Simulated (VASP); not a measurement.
# CsZnH3 (R-3c) in VASP: single point with PBE

Aim: the single point of CsZnH3 with PBE.

Program: VASP 6.6.1. These are calculated values, not measurements. Logs are shortened: lines on timing, memory, paths and dates and some standing lists are left out, and cuts for length are marked.

## Step 1: The cell of the first run

It takes space group R-3c (No. 167, trigonal). The conventional cell has a = 6.509 Å, b = 6.509 Å, c = 15.945 Å, α = 90.00°, β = 90.00°, γ = 120.00°. Cs (site symmetry 32) has 12 H at 2.86 to 3.65 Å within 3.8 Å. Zn (site symmetry -3) has 6 H at 2.33 Å within 3.1 Å. H (site symmetry 2) has 2 Zn at 2.33 Å and 1 Cs at 2.86 Å within 3.1 Å.

## Step 2: Single point, PBE

INCAR

```
SYSTEM = CsZnH3
ALGO = Normal ; EDIFF = 1E-6
ENCUT = 520 ; GGA = PE
ISIF = 2 ; ISMEAR = 0
LASPH = .TRUE. ; LCHARG = .TRUE.
LELF = .TRUE. ; LREAL = .FALSE.
LVHAR = .TRUE. ; LWAVE = .FALSE.
NBANDS = 35 ; NELM = 80
PREC = Accurate ; SIGMA = 0.1
```

KPOINTS

```
k-points
0
G
  4 4 4
  0 0 0
```

POSCAR

```
CsZnH3
1.0
    3.2547225400      1.8791149300      5.3149396500
   -3.2547225400      1.8791149300      5.3149396500
    0.0000000000     -3.7582298700      5.3149396500
Cs Zn H
2 2 6
Direct
    0.7500000000      0.7500000000      0.7500000000
    0.2500000000      0.2500000000      0.2500000000
    0.5000000000      0.5000000000      0.5000000000
    0.0000000000      0.0000000000      0.0000000000
    0.8104329100      0.2500000000      0.6895670900
    0.6895670900      0.8104329100      0.2500000000
    0.2500000000      0.6895670900      0.8104329100
    0.1895670900      0.7500000000      0.3104329100
    0.3104329100      0.1895670900      0.7500000000
    0.7500000000      0.3104329100      0.1895670900
```

Potentials or basis: VASP PAW PBE potentials, release 64 (Cs_sv, Zn, H).

On the command line:

```
cat potpaw_PBE.64/Cs_sv/POTCAR potpaw_PBE.64/Zn/POTCAR potpaw_PBE.64/H/POTCAR > POTCAR
mpirun -np 1 vasp_std > vasp.out
```

OUTCAR:

```text
SYSTEM = CsZnH3
   EDIFF = 1E-6
   ENCUT = 520
   GGA = PE
   ISIF = 2
   ISMEAR = 0
   LASPH = .TRUE.
   LREAL = .FALSE.
   NELM = 80
   PREC = Accurate

 ion  position               nearest neighbor table
   1  0.750  0.750  0.750-
   2  0.250  0.250  0.250-
   3  0.500  0.500  0.500-
   4  0.000  0.000  0.000-
   5  0.810  0.250  0.690-
   6  0.690  0.810  0.250-
   7  0.250  0.690  0.810-
   8  0.190  0.750  0.310-
   9  0.310  0.190  0.750-
  10  0.750  0.310  0.190-

  LATTYP: Found a face centered cubic cell.
 ALAT       =     9.2057455120

  Lattice vectors:

 A1 = (   3.2547225400,   1.8791149300,   5.3149396500)
 A2 = (  -3.2547225400,   1.8791149300,   5.3149396500)
 A3 = (   0.0000000000,  -3.7582298700,   5.3149396500)

Analysis of symmetry for initial positions (statically):
=====================================================================
 Subroutine PRICEL returns:
 Original cell was already a primitive cell.

 Routine SETGRP: Setting up the symmetry group for a
 face centered cubic supercell.

 Subroutine GETGRP returns: Found 12 space group operations
 (whereof  6 operations were pure point group operations)
 out of a pool of 48 trial point group operations.

The static configuration has the point symmetry S_6 .
 The point group associated with its full space group is D_3d.

Analysis of symmetry for dynamics (positions and initial velocities):
=====================================================================
 Subroutine PRICEL returns:
 Original cell was already a primitive cell.

 Routine SETGRP: Setting up the symmetry group for a
 face centered cubic supercell.

 Subroutine GETGRP returns: Found 12 space group operations
 (whereof  6 operations were pure point group operations)
 out of a pool of 48 trial point group operations.

The dynamic configuration has the point symmetry S_6 .
 The point group associated with its full space group is D_3d.

 Subroutine INISYM returns: Found 12 space group operations
 (whereof  6 operations are pure point group operations),
 and found     1 'primitive' translations

----------------------------------------------------------------------------------------

                                     Primitive cell

  volume of cell :     195.0370

  direct lattice vectors                    reciprocal lattice vectors
     3.254722540  1.879114930  5.314939650     0.153622926  0.088694238  0.062716297
    -3.254722540  1.879114930  5.314939650    -0.153622926  0.088694238  0.062716297
     0.000000000 -3.758229870  5.314939650     0.000000000 -0.177388476  0.062716297

  length of vectors
     6.509445077  6.509445077  6.509445079     0.188148891  0.188148891  0.188148891

  position of ions in fractional coordinates (direct lattice)
     0.750000000  0.750000000  0.750000000
     0.250000000  0.250000000  0.250000000
     0.500000000  0.500000000  0.500000000
     0.000000000  0.000000000  0.000000000
     0.810432910  0.250000000  0.689567090
     0.689567090  0.810432910  0.250000000
     0.250000000  0.689567090  0.810432910
     0.189567090  0.750000000  0.310432910
     0.310432910  0.189567090  0.750000000
     0.750000000  0.310432910  0.189567090

  ion indices of the primitive-cell ions
   primitive index   ion index
                 1           1
                 2           2
                 3           3
                 4           4
                 5           5
                 6           6
                 7           7
                 8           8
                 9           9
                10          10

----------------------------------------------------------------------------------------

 KPOINTS: k-points

Automatic generation of k-mesh.
 Grid dimensions read from file:
 generate k-points for:    4    4    4

 Generating k-lattice:

  Cartesian coordinates                     Fractional coordinates (reciprocal lattice)
     0.038405732  0.022173559  0.015679074     0.250000000  0.000000000 -0.000000000
    -0.038405732  0.022173559  0.015679074     0.000000000  0.250000000 -0.000000000
     0.000000000 -0.044347119  0.015679074     0.000000000  0.000000000  0.250000000

  Length of vectors
     0.047037223  0.047037223  0.047037223

  Shift w.r.t. Gamma in fractional coordinates (k-lattice)
     0.000000000  0.000000000  0.000000000

 Subroutine IBZKPT returns following result:
 ===========================================

 Found     13 irreducible k-points:

 Following reciprocal coordinates:
            Coordinates               Weight
  0.000000  0.000000  0.000000      1.000000
  0.250000  0.000000  0.000000      6.000000
  0.250000  0.250000  0.250000      2.000000
  0.500000  0.000000  0.000000      3.000000
  0.500000  0.500000  0.500000      1.000000
  0.250000  0.250000  0.000000      6.000000
  0.500000  0.250000  0.000000     12.000000
  0.250000  0.250000 -0.250000      6.000000
  0.500000  0.250000  0.500000      6.000000
 -0.250000  0.250000  0.000000      6.000000
  0.250000  0.250000  0.500000      6.000000
  0.500000  0.500000  0.000000      3.000000
 -0.250000  0.500000  0.250000      6.000000
   k-points           NKPTS =     13   k-points in BZ     NKDIM =     13   number of bands    NBANDS=     35
   number of dos      NEDOS =    301   number of ions     NIONS =     10
   total plane-waves  NPLWV = 110592
   dimension x,y,z NGX =    48 NGY =   48 NGZ =   48
   dimension x,y,z NGXF=    96 NGYF=   96 NGZF=   96
   ions per type =               2   2   6
   NGX,Y,Z   is equivalent  to a cutoff of  12.26, 12.26, 12.26 a.u.
   NGXF,Y,Z  is equivalent  to a cutoff of  24.52, 24.52, 24.52 a.u.
 SYSTEM =  CsZnH3
   PREC   = accura    normal or accurate (medium, high low for compatibility)
   ISTART =      0    job   : 0-new  1-cont  2-samecut
   ICHARG =      2    charge: 1-file 2-atom 10-const
   ISPIN  =      1    spin polarized calculation?
   LNONCOLLINEAR =      F non collinear calculations
   LSORBIT =      F    spin-orbit coupling
   LASPH  =      T    aspherical Exc in radial PAW
   ENCUT  =  520.0 eV  38.22 Ry    6.18 a.u.  12.10 12.10 12.10*2*pi/ulx,y,z
   NELM   =     80;   NELMIN=  2; NELMDL= -5     # of ELM steps
   EDIFF  = 0.1E-05   stopping-criterion for ELM
   LREAL  =      F    real-space projection
   EDIFFG = 0.1E-04   stopping-criterion for IOM
   NSW    =      0    number of steps for IOM
   IBRION =     -1    ionic relax: 0-MD 1-quasi-New 2-CG
   NFREE  =      0    steps in history (QN), initial steepest desc. (CG)
   ISIF   =      2    stress and relaxation
   ISYM   =      2    0-nonsym 1-usesym 2-fastsym
   POTIM  = 0.5000    time-step for ionic-motion
   TEBEG  =    0.0;   TEEND  =   0.0 temperature during run
   PSTRESS=    0.0 pullay stress
   NELECT =      48.0000    total number of electrons
   NUPDOWN=      -1.0000    fix difference up-down
   EMIN   =  10.00;   EMAX   =-10.00  energy-range for DOS
   EFERMI =   0.00;   METHOD = LEGACY
   ISMEAR =     0;   SIGMA  =   0.10  broadening in eV -4-tet -1-fermi 0-gaus
   EFERMI_NEDOS =   21; number of points for ismear=-14 and -15
   IALGO  =     38    algorithm
   IMIX   =      4    mixing-type and parameters
     AMIX     =   0.40;   BMIX     =  1.00
     AMIX_MAG =   1.60;   BMIX_MAG =  1.00
  volume/ion in A,a.u.               =      19.50       131.62
  Fermi-wavevector in a.u.,A,eV,Ry     =   1.025927  1.938720 14.320476  1.052525
  Thomas-Fermi vector in A             =   2.159793
   LORBIT       =      0    0 simple, 1 ext, 2 COOP (PROOUT), +10 PAW based schemes
   GGA     = PE    functional components
   LHFCALC =     F    Hartree Fock is set to
   AEXX    =    0.0000 exact exchange contribution
   IVDW    =     0    specifies the selected vdW correction
   LEPSILON=     F    determine dielectric tensor
   LRPA    =     F    only Hartree local field effects (RPA)
 non-spin polarized calculation
 Gauss-broadening in eV      SIGMA  =   0.10
  energy-cutoff  :      520.00
  volume of cell :      195.04
 maximum number of plane-waves:      5297
   NGX = 25   NGY = 25   NGZ = 25

 number of electron      48.0000024 magnetization

 Free energy of the ion-electron system (eV)
  ---------------------------------------------------
  ext. energy  EPLUGINS =         0.00000000
  ---------------------------------------------------
  free energy    TOTEN  =       -21.51831497 eV

  energy without entropy =      -21.51129869  energy(sigma->0) =      -21.51480683

 E-fermi :  -0.7182     XC(G=0):  -8.0476

 val. band max:       -0.7483568105   @ k =   0.5000   0.5000   0.0000
 cond. band min:      -0.6141802528   @ k =   0.2500   0.0000   0.0000
 fundamental gap:      0.1341765577
 Fermi energy:        -0.7182261557

 k-point     1 :       0.0000    0.0000    0.0000
  band No.  band energies     occupation
      1     -21.1422      2.00000
      2     -21.0759      2.00000
      3      -8.2015      2.00000
      4      -8.2015      2.00000
      5      -8.1621      2.00000
      6      -7.8903      2.00000
[... 27 lines left out ...]
     34       6.9446      0.00000
     35       7.1340      0.00000

 k-point     2 :       0.2500    0.0000    0.0000
  band No.  band energies     occupation
      1     -21.1320      2.00000
      2     -21.0851      2.00000
      3      -8.2015      2.00000
      4      -8.1706      2.00000
      5      -8.1341      2.00000
      6      -8.0445      2.00000
[... 27 lines left out ...]
     34       6.1633      0.00000
     35       6.7864      0.00000
[... 378 lines left out ...]
     34       5.7460      0.00000
     35       7.3462      0.00000

 k-point    13 :      -0.2500    0.5000    0.2500
  band No.  band energies     occupation
      1     -21.1076      2.00000
      2     -21.1076      2.00000
      3      -8.4182      2.00000
      4      -8.4182      2.00000
      5      -8.0837      2.00000
      6      -8.0837      2.00000
[... 27 lines left out ...]
     34       5.9509      0.00000
     35       6.0272      0.00000

------------------------ aborting loop because EDIFF is reached ----------------------------------------

  FORCE on cell =-STRESS in cart. coord.  units (eV):
  Direction    XX          YY          ZZ          XY          YZ          ZX
  --------------------------------------------------------------------------------------
  -------------------------------------------------------------------------------------
  Total       -6.7903354     -6.7903354     -7.5842842      0.0000000      0.0000000      0.0000000
  in kB      -55.7808213    -55.7808212    -62.3029019      0.0000000      0.0000000      0.0000000
  external PRESSURE =     -57.9548481 kB  Pullay stress =       0.0000000 kB

 VOLUME and BASIS-vectors are now :
 -----------------------------------------------------------------------------
  energy-cutoff  :      520.00
  volume of cell :      195.04
      direct lattice vectors                 reciprocal lattice vectors
     3.254722540  1.879114930  5.314939650     0.153622926  0.088694238  0.062716297
    -3.254722540  1.879114930  5.314939650    -0.153622926  0.088694238  0.062716297
     0.000000000 -3.758229870  5.314939650     0.000000000 -0.177388476  0.062716297

 POSITION                                       TOTAL-FORCE (eV/Angst)
 -----------------------------------------------------------------------------------
      0.00000     -0.00000     11.95861        -0.000000      0.000000      0.000000
      0.00000     -0.00000      3.98620         0.000000     -0.000000      0.000000
      0.00000     -0.00000      7.97241         0.000000      0.000000      0.000000
      0.00000      0.00000      0.00000         0.000000     -0.000000      0.000000
      1.82405     -0.59888      9.30114        -0.244073     -0.422748      0.000000
     -0.39338      1.87911      9.30114         0.488147      0.000000     -0.000000
     -1.43067     -1.28024      9.30114        -0.244073      0.422748      0.000000
     -1.82405      0.59888      6.64367         0.244073      0.422748      0.000000
      0.39338     -1.87911      6.64367        -0.488147     -0.000000     -0.000000
      1.43067      1.28024      6.64367         0.244073     -0.422748      0.000000
 -----------------------------------------------------------------------------------
    total drift:                                0.000000      0.000000     -0.000000

  FREE ENERGIE OF THE ION-ELECTRON SYSTEM (eV)
  ---------------------------------------------------
  free  energy   TOTEN  =       -21.5183149743 eV

  energy  without entropy=      -21.5112986897  energy(sigma->0) =      -21.51480683
```

Run time: 2.7 min. Hardware: 1 thread of Intel Xeon 8259CL, shared host; peak memory 0.36 GiB.

What came out:

| Quantity | Value |
| --- | --- |
| Free energy | -21.5183 eV |
| Pressure | -5.8 GPa |
| Largest force | 0.488 eV/Å |
| Band gap on the k mesh | zero (bands 24 and 25 overlap by 0.14 eV) |

Forces in eV/Å, atoms in the order of the input:
```
Cs   0.000  0.000  0.000
Cs   0.000  0.000  0.000
Zn   0.000  0.000  0.000
Zn   0.000  0.000  0.000
H   -0.244 -0.423  0.000
H    0.488  0.000  0.000
H   -0.244  0.423  0.000
H    0.244  0.423  0.000
H   -0.488  0.000  0.000
H    0.244 -0.423  0.000
```

Stress tensor (GPa, compression positive):
```
-5.58  0.00  0.00
 0.00 -5.58  0.00
 0.00  0.00 -6.23
```

Caveat: the cell stands under tension; spin-orbit coupling is left out, which moves the levels of the heavy elements.
